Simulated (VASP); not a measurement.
Input of a VASP 6.6.1 run:

The input INCAR:

```
PREC     = Accurate       # precision mode
ENCUT    = 520            # plane-wave cutoff, eV
EDIFF    = 1E-6           # SCF threshold, eV
ISMEAR   = -1             # smearing method
SIGMA    = 0.05           # smearing width, eV
LREAL    = F              # projectors in reciprocal space
LASPH    = T              # aspherical terms in the spheres
NELM     = 150            # most SCF steps
ALGO     = Normal         # electronic algorithm
ISIF     = 2              # what is computed and relaxed
LWAVE    = F              # write WAVECAR
LCHARG   = T              # write CHGCAR
ISPIN    = 2              # spin polarisation
MAGMOM   = -0.447 -0.447  # initial moments
LORBIT   = 11             # projections on sites
LMAXMIX  = 4              # l up to which the mixer works
GGA      = RP             # functional
LELF     = T              # ELF
LVHAR    = T            
NBANDS   = 21             # bands
```

The input KPOINTS:

```
regular mesh
0
Gamma
  10 10 10
```

File POSCAR:

```
Pd
1.0
    0.0000000000      2.9866099749      2.9866099749
    2.9866099749      0.0000000000      2.9866099749
    2.9866099749      2.9866099749      0.0000000000
Pd
2
Direct
    0.1250000000      0.1250000000      0.1250000000
    0.8750000000      0.8750000000      0.8750000000
```

Potentials or basis: VASP PAW PBE potentials, release 64 (Pd).

The run is started by

```sh
$ cat potpaw_PBE.64/Pd/POTCAR > POTCAR
$ mpirun -np 1 vasp_std > vasp.out
```

Estimate the site moments.

Pd -0.44 μB.

What does it give for the pressure?

-2.1 GPa.

Caveat: the PAW data sets were made with another functional, which shifts forces and pressure a little.
